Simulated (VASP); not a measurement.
A run of VASP 6.6.1 is set up as follows.

Contents of INCAR:

```
PREC     = Accurate       # precision mode
ENCUT    = 600            # plane-wave cutoff, eV
EDIFF    = 1E-6           # SCF threshold, eV
ISMEAR   = -1             # smearing method
SIGMA    = 0.1            # smearing width, eV
LREAL    = False          # projectors in reciprocal space
LASPH    = True           # aspherical terms in the spheres
NELM     = 150            # most SCF steps
ALGO     = Normal         # electronic algorithm
ISIF     = 3              # what is computed and relaxed
LWAVE    = False          # write WAVECAR
LCHARG   = False          # write CHGCAR
ISPIN    = 2              # spin polarisation
MAGMOM   = 1 1 1 0 0      # initial moments
LORBIT   = 11             # projections on sites
LMAXMIX  = 4              # l up to which the mixer works
GGA      = CA             # functional
IBRION   = 2              # ionic algorithm
NSW      = 80             # ionic steps
EDIFFG   = -0.02          # ionic threshold
PSTRESS  = 300.0
```

KPOINTS

```
regular mesh
0
Gamma
  5 5 5
```

The input POSCAR:

```
Ni3GeC
1.0
    3.8087090000      0.0000000000      0.0000000000
    0.0000000000      3.8087090000      0.0000000000
    0.0000000000      0.0000000000      3.8087090000
Ni Ge C
3 1 1
Direct
    0.0000000000      0.5000000000      0.5000000000
    0.5000000000      0.5000000000      0.0000000000
    0.5000000000      0.0000000000      0.5000000000
    0.0000000000      0.0000000000      0.0000000000
    0.5000000000      0.5000000000      0.5000000000
```

Potentials or basis: VASP PAW LDA potentials, release 64 (Ni, Ge_d, C).

Launch:

```bash
$ cat potpaw_LDA.64/Ni/POTCAR potpaw_LDA.64/Ge_d/POTCAR potpaw_LDA.64/C/POTCAR > POTCAR
$ mpirun -np 1 vasp_std > vasp.out
```

Task: What does it give for the band gap on the k mesh?

Result: Zero (filled and empty bands overlap).

Task: Estimate the relaxed volume.

Result: 9.37 Å³/atom.

Step by step:
```csv
step,energy change (eV),largest force (eV/Å),pressure (GPa),volume (Å³)
1,0.0000,0.0000,-11.32,55.25
2,7.3684,0.0000,207.10,35.45
3,0.2125,0.0000,25.41,47.46
4,0.2870,0.0000,28.60,47.02
5,0.3216,0.0000,29.97,46.83
```

Caveat: the cell is relaxed towards a set pressure, so the run minimises the enthalpy, not the energy; the volume moved by over 15 % at a fixed basis, so the end points are rough; the moments typed at the start vanished in this run.
